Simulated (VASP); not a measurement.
MgF2: relaxation of cell and atoms with PBEsol

Crystal: MgF2.

```
Mg F
1.0
     4.69760    0.00000    0.00000
     0.00000    4.69760    0.00000
     0.00000    0.00000    3.09307
Mg F
2 4
Direct
  0.00000 0.00000 0.00000
  0.50000 0.50000 0.50000
  0.30356 0.30356 0.00000
  0.19644 0.80356 0.50000
  0.69644 0.69644 0.00000
  0.80356 0.19644 0.50000
```

```yaml
Program: VASP 6.6.1
Task: relaxation of cell and atoms
Functional: PBEsol
Potentials_or_basis: VASP PAW PBE potentials, release 64 (Mg, F)
Cutoff: 600 eV
k_mesh: 6 × 6 × 8
Occupations: fermi-dirac, width 0.02 eV
Spin: no spin polarisation
Dipole_correction: no
Further_INCAR_settings: ALGO = Normal; EDIFF = 1e-07; IBRION = 2; EDIFFG = -0.005; NSW = 80; ISIF = 3
```

- Relaxed volume: 10.87 Å³/atom
- Relaxed cell: a = 4.623 Å, b = 4.623 Å, c = 3.052 Å, α = 90.00°, β = 90.00°, γ = 90.00°
- Space group after relaxing (to 0.1 Å): P4_2/mnm (No. 136)
- Energy gained by relaxing: 6.8 meV/atom
- Ionic steps: 5
- Pressure after relaxing: 0.0 GPa
- Band gap on the k mesh: 6.93 eV

Step by step:
| step | energy change (eV) | largest force (eV/Å) | pressure (GPa) | volume (Å³) |
| --- | --- | --- | --- | --- |
| 1 | 0.0000 | 0.0404 | -4.16 | 68.26 |
| 2 | -0.0398 | 0.0523 | -0.12 | 65.38 |
| 3 | -0.0398 | 0.0541 | -0.03 | 65.33 |
| 4 | -0.0405 | 0.0222 | -0.01 | 65.27 |
| 5 | -0.0406 | 0.0015 | 0.01 | 65.23 |

Final structure:
```cif
data_structure
_symmetry_space_group_name_H-M 'P 1'
_symmetry_Int_Tables_number 1
_cell_length_a 4.6233
_cell_length_b 4.6233
_cell_length_c 3.0519
_cell_angle_alpha 90.000
_cell_angle_beta 90.000
_cell_angle_gamma 90.000
_cell_volume 65.23
loop_
_atom_site_label
_atom_site_type_symbol
_atom_site_fract_x
_atom_site_fract_y
_atom_site_fract_z
_atom_site_occupancy
Mg1 Mg 0.00000 0.00000 0.00000 1
Mg2 Mg 0.50000 0.50000 0.50000 1
F1 F 0.30317 0.30317 0.00000 1
F2 F 0.19683 0.80317 0.50000 1
F3 F 0.69683 0.69683 0.00000 1
F4 F 0.80317 0.19683 0.50000 1
```

Levels at points of the mesh, in eV from the valence-band top:
```tsv
k point	band 14	band 15	band 16	band 17	band 18	band 19
(0.00, 0.00, 0.00)	-0.32	-0.32	0.00	6.93	12.05	12.05
(0.50, 0.00, 0.00)	-0.99	-0.38	-0.38	9.35	9.35	13.31
(0.50, 0.50, 0.00)	-0.96	-0.78	-0.78	11.07	11.07	11.12
(0.00, 0.00, 0.50)	-1.17	-0.87	-0.87	11.67	11.67	14.74
(0.50, 0.00, 0.50)	-0.74	-0.67	-0.67	12.56	12.56	13.31
(0.50, 0.50, 0.50)	-0.61	-0.49	-0.49	13.13	13.13	13.15
```

Wall time 4.3 min on 1 thread of Intel Xeon 8259CL (shared host), peak memory 0.25 GiB.

Caveat: the PAW data sets were made with another functional, which shifts forces and pressure a little. A k mesh can miss the band edges.
